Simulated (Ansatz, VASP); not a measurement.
# Ge in VASP and in Ansatz

```xyz
2
Lattice="0.0000 2.8803 2.8803 2.8803 0.0000 2.8803 2.8803 2.8803 0.0000" Properties=species:S:1:pos:R:3 pbc="T T T"
Ge    1.4402    1.4402    1.4402
Ge    0.0000    0.0000    0.0000
```

Alike in both runs: functional PBE; k mesh 12 × 12 × 12; occupations gaussian, width 0.1 eV; no spin polarisation.

Ansatz relaxed the structure, and its values are those at the end. VASP's run is a single point on that final structure, the one shown.

|  | VASP | Ansatz |
| --- | --- | --- |
| version | VASP 6.6.1 | Ansatz 0.2.0 |
| potentials or method | VASP PAW PBE potentials, release 64 (Ge_d), cutoff 520 eV | scalar-relativistic, plane waves, PAW |
| valence electrons in the cell | 28 | 28 |

```tsv
	VASP	Ansatz	Ansatz less VASP
gap on the k mesh at the Fermi level (eV)	none	none	-
pressure (GPa)	0.0	0.0	+0.04
```

A gap of «none» marks a metal or a gap that the smearing closes. The functional is the same, so the differences come from potentials, cutoffs and numerics.
